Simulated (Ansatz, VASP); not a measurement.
**LiSe3 in VASP and in Ansatz**

File INCAR:

```
SYSTEM = LiSe3
PREC = Accurate ; ENCUT = 600
EDIFF = 1E-7 ; ISMEAR = 0
SIGMA = 0.1 ; LREAL = .False.
LASPH = .True. ; NELM = 60
ALGO = Normal ; ISIF = 3
LWAVE = .False. ; LCHARG = .False.
GGA = PE ; IBRION = 2
NSW = 90 ; EDIFFG = -0.04
```

KPOINTS

```
Automatic mesh
0
Gamma
  6 6 4
  0 0 0
```

POSCAR

```
LiSe3
1.0
    3.9651025698      0.0000000000      0.0000000000
   -1.9825512849      3.4338795540      0.0000000000
    0.0000000000      0.0000000000      7.4253283458
Li Se
1 3
Direct
    0.0000000000      0.0000000000      0.5000000000
    0.6666666667      0.3333333333      0.6733547699
    0.6666666667      0.3333333333      0.3266452301
    0.6666666667      0.3333333333      0.0000000000
```

Input for Ansatz:

```yaml
crystal:
  lattice:
    - [3.9651025698, 0.0, 0.0]
    - [-1.9825512849, 3.433879554, 0.0]
    - [0.0, 0.0, 7.4253283458]
  atoms:
    - { symbol: Li, position: [0.0, 0.0, 0.5] }
    - { symbol: Se, position: [0.6666666667, 0.3333333333, 0.6733547699] }
    - { symbol: Se, position: [0.6666666667, 0.3333333333, 0.3266452301] }
    - { symbol: Se, position: [0.6666666667, 0.3333333333, 0.0] }
basis:
  ecutwfc: 420
kpoints:
  mp_grid: { grid: [6, 6, 4] }
hamiltonian:
  xc: pbe
scf:
  occupations: { method: gaussian, width: 0.1 }
  lower_state_search: "off"
output:
  forces: true
  stress: true
  eigenvalues: true
relax:
  adjacent_minimum: "off"
  f_tol: 0.04
  max_steps: 70
  cell: { stress_tol: 0.4 }
```

Alike in both runs: task relaxation of cell and atoms; functional PBE; k mesh 6 × 6 × 4; occupations gaussian, width 0.1 eV; no spin polarisation.

|  | VASP | Ansatz |
| --- | --- | --- |
| version | VASP 6.6.1 | Ansatz 0.2.0 |
| potentials or method | VASP PAW PBE potentials, release 64 (Li_sv, Se), cutoff 600 eV | scalar-relativistic, plane waves, PAW |
| valence electrons in the cell | 21 | 51 |

|  | VASP | Ansatz | Ansatz less VASP |
| --- | --- | --- | --- |
| gap on the k mesh at the Fermi level, each at its own relaxed structure (eV) | none | none | - |
| relaxed volume (Å³/atom) | 23.88 | 23.79 | -0.085 |
| relaxed cell length with the largest relative difference (Å) | 7.792 | 7.781 | -0.0108 |

A gap of «none» marks a metal or a gap that the smearing closes. VASP's potentials hold 21 valence electrons a cell and Ansatz's 51, so a difference there can come from the potentials and not from the codes.

Noted on VASP's run: the cutoff is short for stress, so the pressure is rough.
